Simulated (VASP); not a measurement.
Here is a VASP 6.6.1 calculation.

The input POSCAR:

```
ZnCu
1.0
    1.5011501513     -2.1399696459      0.0000000000
    1.5011501513      2.1399696459      0.0000000000
    0.0000000000      0.0000000000      4.1772302235
Zn Cu
1 1
Direct
    0.5000000000      0.5000000000      0.5000000000
    0.0000000000      0.0000000000      0.0000000000
```

File INCAR.step1:

```
  ALGO = Normal
  EDIFF = 1E-4
  ENCUT = 520
  GGA = PE
  ISMEAR = 1
  LASPH = T
  LCHARG = F
  LREAL = F
  LWAVE = T
  NBANDS = 18
  NELM = 60
  PREC = Accurate
  SIGMA = 0.1
```

File INCAR.step2:

```
  ALGO = Normal
  EDIFF = 1E-6
  ENCUT = 520
  ISIF = 2
  ISMEAR = 1
  ISTART = 1
  LASPH = T
  LCHARG = F
  LMIXTAU = T
  LREAL = F
  LWAVE = F
  METAGGA = R2SCAN
  NBANDS = 18
  NELM = 60
  PREC = Accurate
  SIGMA = 0.1
```

KPOINTS

```
k-points
0
Gamma
  12 12 7
```

Potentials or basis: VASP PAW PBE potentials, release 64 (Zn, Cu).

The run is started by

```console
$ cat potpaw_PBE.64/Zn/POTCAR potpaw_PBE.64/Cu/POTCAR > POTCAR
$ cp INCAR.step1 INCAR
$ mpirun -np 1 vasp_std > vasp.out
$ cp INCAR.step2 INCAR
$ mpirun -np 1 vasp_std > vasp.out
```

(1) Estimate the pressure.

Answers

(1) -7.3 GPa.

Caveat: the PAW data sets were made with another functional, which shifts forces and pressure a little.
